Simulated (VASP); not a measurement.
# Cs2TlF3 (Immm) in VASP: single point with PBEsol

Aim: the single point of Cs2TlF3 with PBEsol.

Program: VASP 6.6.1. These are calculated values, not measurements. Logs are shortened: lines on timing, memory, paths and dates and some standing lists are left out, and cuts for length are marked.

### 1 The cell of the first run

Symmetry: Immm, No. 71, orthorhombic system. Conventional cell: a = 3.882 Å, b = 4.982 Å, c = 15.724 Å, α = 90.00°, β = 90.00°, γ = 90.00°. Within 3.7 Å of Cs (site symmetry mm2) lie 7 F at 2.84 to 3.16 Å. Tl (site symmetry mmm) has 4 F at 2.49 to 2.58 Å within 3.3 Å. Within 3.3 Å of F (site symmetry mmm) lie 2 Tl at 2.49 Å and 4 Cs at 3.12 Å. F (site symmetry mm2) has 1 Tl at 2.58 Å and 5 Cs at 2.84 to 3.16 Å within 3.4 Å.

### 2 Single point, PBEsol

INCAR reads:

```
SYSTEM = Cs2TlF3
ALGO = Normal
EDIFF = 1E-7
ENCUT = 520
GGA = PS
ISIF = 2
ISMEAR = -1
LASPH = .TRUE.
LCHARG = .FALSE.
LREAL = .FALSE.
LWAVE = .FALSE.
NBANDS = 35
NELM = 100
PREC = Accurate
SIGMA = 0.03
```

KPOINTS reads:

```
k-points
0
G
  6 6 6
  0 0 0
```

POSCAR reads:

```
Cs2TlF3
1.0
   -1.9412421443      2.4909573797      7.8621440656
    1.9412421443     -2.4909573797      7.8621440656
    1.9412421443      2.4909573797     -7.8621440656
Cs Tl F
2 1 3
Direct
    0.8450554510      0.3450554510      0.5000000000
    0.1549445490      0.6549445490      0.5000000000
    0.5000000000      0.0000000000      0.5000000000
    0.0000000000      0.0000000000      0.0000000000
    0.3356993667      0.8356993667      0.5000000000
    0.6643006333      0.1643006333      0.5000000000
```

Potentials or basis: VASP PAW PBE potentials, release 64 (Cs_sv, Tl_d, F).

On the command line:

```sh
> cat potpaw_PBE.64/Cs_sv/POTCAR potpaw_PBE.64/Tl_d/POTCAR potpaw_PBE.64/F/POTCAR > POTCAR
> mpirun -np 1 vasp_std > vasp.out
```

OUTCAR:

```text
SYSTEM = Cs2TlF3
   EDIFF = 1E-7
   ENCUT = 520
   GGA = PS
   ISIF = 2
   ISMEAR = -1
   LASPH = .TRUE.
   LREAL = .FALSE.
   NELM = 100
   PREC = Accurate

 ion  position               nearest neighbor table
   1  0.845  0.345  0.500-
   2  0.155  0.655  0.500-
   3  0.500  0.000  0.500-   4 2.49   4 2.49   6 2.58   5 2.58
   4  0.000  0.000  0.000-   3 2.49   3 2.49
   5  0.336  0.836  0.500-   3 2.58
   6  0.664  0.164  0.500-   3 2.58

  LATTYP: Found a body centered orthorhombic cell.
 ALAT       =     3.8824842886
 B/A-ratio  =     1.2831770560
 C/A-ratio  =     4.0500584065

  Lattice vectors:

 A1 = (  -1.9412421443,   2.4909573797,   7.8621440656)
 A2 = (   1.9412421443,  -2.4909573797,   7.8621440656)
 A3 = (   1.9412421443,   2.4909573797,  -7.8621440656)

Analysis of symmetry for initial positions (statically):
=====================================================================
 Subroutine PRICEL returns:
 Original cell was already a primitive cell.

 Routine SETGRP: Setting up the symmetry group for a
 body centered orthorhombic supercell.

 Subroutine GETGRP returns: Found  8 space group operations
 (whereof  8 operations were pure point group operations)
 out of a pool of  8 trial point group operations.

The static configuration has the point symmetry D_2h.

Analysis of symmetry for dynamics (positions and initial velocities):
=====================================================================
 Subroutine PRICEL returns:
 Original cell was already a primitive cell.

 Routine SETGRP: Setting up the symmetry group for a
 body centered orthorhombic supercell.

 Subroutine GETGRP returns: Found  8 space group operations
 (whereof  8 operations were pure point group operations)
 out of a pool of  8 trial point group operations.

The dynamic configuration has the point symmetry D_2h.

 Subroutine INISYM returns: Found  8 space group operations
 (whereof  8 operations are pure point group operations),
 and found     1 'primitive' translations

----------------------------------------------------------------------------------------

                                     Primitive cell

  volume of cell :     152.0712

  direct lattice vectors                    reciprocal lattice vectors
    -1.941242144  2.490957380  7.862144066     0.000000000  0.200726036  0.063595884
     1.941242144 -2.490957380  7.862144066     0.257567044  0.000000000  0.063595884
     1.941242144  2.490957380 -7.862144066     0.257567044  0.200726036  0.000000000

  length of vectors
     8.472697271  8.472697271  8.472697271     0.210559678  0.265302127  0.326545132

  position of ions in fractional coordinates (direct lattice)
     0.845055451  0.345055451  0.500000000
     0.154944549  0.654944549  0.500000000
     0.500000000  0.000000000  0.500000000
     0.000000000  0.000000000  0.000000000
     0.335699367  0.835699367  0.500000000
     0.664300633  0.164300633  0.500000000

  ion indices of the primitive-cell ions
   primitive index   ion index
                 1           1
                 2           2
                 3           3
                 4           4
                 5           5
                 6           6

----------------------------------------------------------------------------------------

 KPOINTS: k-points

Automatic generation of k-mesh.
 Grid dimensions read from file:
 generate k-points for:    6    6    6

 Generating k-lattice:

  Cartesian coordinates                     Fractional coordinates (reciprocal lattice)
     0.000000000  0.033454339  0.010599314     0.166666667  0.000000000  0.000000000
     0.042927841  0.000000000  0.010599314     0.000000000  0.166666667  0.000000000
     0.042927841  0.033454339  0.000000000     0.000000000  0.000000000  0.166666667

  Length of vectors
     0.035093280  0.044217021  0.054424189

  Shift w.r.t. Gamma in fractional coordinates (k-lattice)
     0.000000000  0.000000000  0.000000000

 Subroutine IBZKPT returns following result:
 ===========================================

 Found     46 irreducible k-points:

 Following reciprocal coordinates:
            Coordinates               Weight
  0.000000  0.000000  0.000000      1.000000
  0.166667  0.000000  0.000000      4.000000
  0.333333  0.000000  0.000000      4.000000
  0.500000 -0.000000  0.000000      2.000000
  0.000000  0.166667  0.000000      4.000000
  0.166667  0.166667  0.000000      8.000000
[... 16 lines left out ...]
 -0.166667  0.166667  0.166667      2.000000
  0.166667  0.333333  0.166667      4.000000
 [... further k-points ...]
   k-points           NKPTS =     46   k-points in BZ     NKDIM =     46   number of bands    NBANDS=     35
   number of dos      NEDOS =    301   number of ions     NIONS =      6
   total plane-waves  NPLWV = 262144
   dimension x,y,z NGX =    64 NGY =   64 NGZ =   64
   dimension x,y,z NGXF=   128 NGYF=  128 NGZF=  128
   ions per type =               2   1   3
   NGX,Y,Z   is equivalent  to a cutoff of  12.56, 12.56, 12.56 a.u.
   NGXF,Y,Z  is equivalent  to a cutoff of  25.12, 25.12, 25.12 a.u.
 SYSTEM =  Cs2TlF3
   PREC   = accura    normal or accurate (medium, high low for compatibility)
   ISTART =      0    job   : 0-new  1-cont  2-samecut
   ICHARG =      2    charge: 1-file 2-atom 10-const
   ISPIN  =      1    spin polarized calculation?
   LNONCOLLINEAR =      F non collinear calculations
   LSORBIT =      F    spin-orbit coupling
   LASPH  =      T    aspherical Exc in radial PAW
   ENCUT  =  520.0 eV  38.22 Ry    6.18 a.u.  15.75 15.75 15.75*2*pi/ulx,y,z
   NELM   =    100;   NELMIN=  2; NELMDL= -5     # of ELM steps
   EDIFF  = 0.1E-06   stopping-criterion for ELM
   LREAL  =      F    real-space projection
   EDIFFG = 0.1E-05   stopping-criterion for IOM
   NSW    =      0    number of steps for IOM
   IBRION =     -1    ionic relax: 0-MD 1-quasi-New 2-CG
   NFREE  =      0    steps in history (QN), initial steepest desc. (CG)
   ISIF   =      2    stress and relaxation
   ISYM   =      2    0-nonsym 1-usesym 2-fastsym
   POTIM  = 0.5000    time-step for ionic-motion
   TEBEG  =    0.0;   TEEND  =   0.0 temperature during run
   PSTRESS=    0.0 pullay stress
   NELECT =      52.0000    total number of electrons
   NUPDOWN=      -1.0000    fix difference up-down
   EMIN   =  10.00;   EMAX   =-10.00  energy-range for DOS
   EFERMI =   0.00;   METHOD = LEGACY
   ISMEAR =    -1;   SIGMA  =   0.03  broadening in eV -4-tet -1-fermi 0-gaus
   EFERMI_NEDOS =   21; number of points for ismear=-14 and -15
   IALGO  =     38    algorithm
   IMIX   =      4    mixing-type and parameters
     AMIX     =   0.40;   BMIX     =  1.00
     AMIX_MAG =   1.60;   BMIX_MAG =  1.00
  volume/ion in A,a.u.               =      25.35       171.04
  Fermi-wavevector in a.u.,A,eV,Ry     =   1.144793  2.163345 17.831128  1.310551
  Thomas-Fermi vector in A             =   2.281484
   LORBIT       =      0    0 simple, 1 ext, 2 COOP (PROOUT), +10 PAW based schemes
   GGA     = PS    functional components
   LHFCALC =     F    Hartree Fock is set to
   AEXX    =    0.0000 exact exchange contribution
   IVDW    =     0    specifies the selected vdW correction
   LEPSILON=     F    determine dielectric tensor
   LRPA    =     F    only Hartree local field effects (RPA)
 non-spin polarized calculation
  energy-cutoff  :      520.00
  volume of cell :      152.07
 maximum number of plane-waves:      4123
   NGX = 31   NGY = 31   NGZ = 31

 number of electron      51.9999991 magnetization

 Free energy of the ion-electron system (eV)
  ---------------------------------------------------
  ext. energy  EPLUGINS =         0.00000000
  ---------------------------------------------------
  free energy    TOTEN  =       -23.96584934 eV

  energy without entropy =      -23.96584934  energy(sigma->0) =      -23.96584934

 E-fermi :   1.5836     XC(G=0):  -8.8266

 val. band max:        1.1060936249   @ k =   0.5000   0.5000   0.0000
 cond. band min:       2.0625211232   @ k =   0.5000   0.5000   0.0000
 fundamental gap:      0.9564274983
 Fermi energy:         1.5836422843

 k-point     1 :       0.0000    0.0000    0.0000
  band No.  band energies     occupation
      1     -20.3489      2.00000
      2     -19.8793      2.00000
      3     -19.6557      2.00000
      4     -19.1657      2.00000
      5     -18.9432      2.00000
      6      -9.0925      2.00000
[... 27 lines left out ...]
     34       8.0830      0.00000
     35       8.8532      0.00000

 k-point     2 :       0.1667    0.0000    0.0000
  band No.  band energies     occupation
      1     -20.3350      2.00000
      2     -19.8540      2.00000
      3     -19.6425      2.00000
      4     -19.1841      2.00000
      5     -18.9751      2.00000
      6      -9.1014      2.00000
[... 27 lines left out ...]
     34       8.4842      0.00000
     35       9.2801      0.00000

 k-point     3 :       0.3333    0.0000    0.0000
  band No.  band energies     occupation
      1     -20.3074      2.00000
      2     -19.7834      2.00000
      3     -19.6356      2.00000
      4     -19.2041      2.00000
      5     -19.0569      2.00000
      6      -9.1290      2.00000
[... 27 lines left out ...]
     34       8.9966      0.00000
     35       9.4306      0.00000
[... 723 lines left out ...]
 k-point    23 :      -0.1667    0.1667    0.1667
  band No.  band energies     occupation
      1     -20.2900      2.00000
      2     -19.7655      2.00000
      3     -19.6199      2.00000
      4     -19.1201      2.00000
      5     -19.0036      2.00000
      6      -8.9542      2.00000
[... 27 lines left out ...]
     34       8.8089      0.00000
     35       8.8962      0.00000

 k-point    24 :       0.1667    0.3333    0.1667
  band No.  band energies     occupation
      1     -20.2434      2.00000
      2     -19.6702      2.00000
      3     -19.6597      2.00000
      4     -19.0595      2.00000
      5     -19.0545      2.00000
      6      -8.9958      2.00000
[... 27 lines left out ...]
     34       8.4115      0.00000
     35       9.0822      0.00000

 [... further k-points ...]
[... 5 lines left out ...]
  --------------------------------------------------------------------------------------
  -------------------------------------------------------------------------------------
  Total       -0.1135736     -0.0788669     -0.0268835      0.0000000      0.0000000      0.0000000
  in kB       -1.1965775     -0.8309185     -0.2832361      0.0000000      0.0000000      0.0000000
  external PRESSURE =      -0.7702441 kB  Pullay stress =       0.0000000 kB

 VOLUME and BASIS-vectors are now :
 -----------------------------------------------------------------------------
  energy-cutoff  :      520.00
  volume of cell :      152.07
      direct lattice vectors                 reciprocal lattice vectors
    -1.941242144  2.490957380  7.862144066     0.000000000  0.200726036  0.063595884
     1.941242144 -2.490957380  7.862144066     0.257567044  0.000000000  0.063595884
     1.941242144  2.490957380 -7.862144066     0.257567044  0.200726036  0.000000000

 POSITION                                       TOTAL-FORCE (eV/Angst)
 -----------------------------------------------------------------------------------
      0.00000      2.49096      5.42575         0.000000     -0.000000      0.008588
      1.94124      0.00000      2.43639        -0.000000      0.000000     -0.008588
      0.00000      2.49096      0.00000         0.000000     -0.000000      0.000000
      0.00000      0.00000      0.00000         0.000000     -0.000000      0.000000
      1.94124      0.00000      5.27863        -0.000000      0.000000      0.010328
      0.00000      2.49096      2.58351         0.000000     -0.000000     -0.010328
 -----------------------------------------------------------------------------------
    total drift:                               -0.000000     -0.000000      0.000000

  FREE ENERGIE OF THE ION-ELECTRON SYSTEM (eV)
  ---------------------------------------------------
  free  energy   TOTEN  =       -23.9658493434 eV

  energy  without entropy=      -23.9658493368  energy(sigma->0) =      -23.96584934
```

Wall time 13 min (1 thread of Intel Xeon Platinum 8259CL at 2.50GHz (Skylake/Cascade Lake), shared host); peak memory 0.7 GiB.

What came out:

- Free energy: -23.9658 eV
- Pressure: -0.1 GPa
- Largest force: 0.010 eV/Å
- Band gap on the k mesh: 0.96 eV

Forces in eV/Å, atoms in the order of the input:
```
Cs   0.000  0.000  0.009
Cs   0.000  0.000 -0.009
Tl   0.000  0.000  0.000
F    0.000  0.000  0.000
F    0.000  0.000  0.010
F    0.000  0.000 -0.010
```

Caveat: the PAW data sets were made with another functional, which shifts forces and pressure a little; spin-orbit coupling is left out, which moves the levels of the heavy elements. A k mesh can miss the band edges.
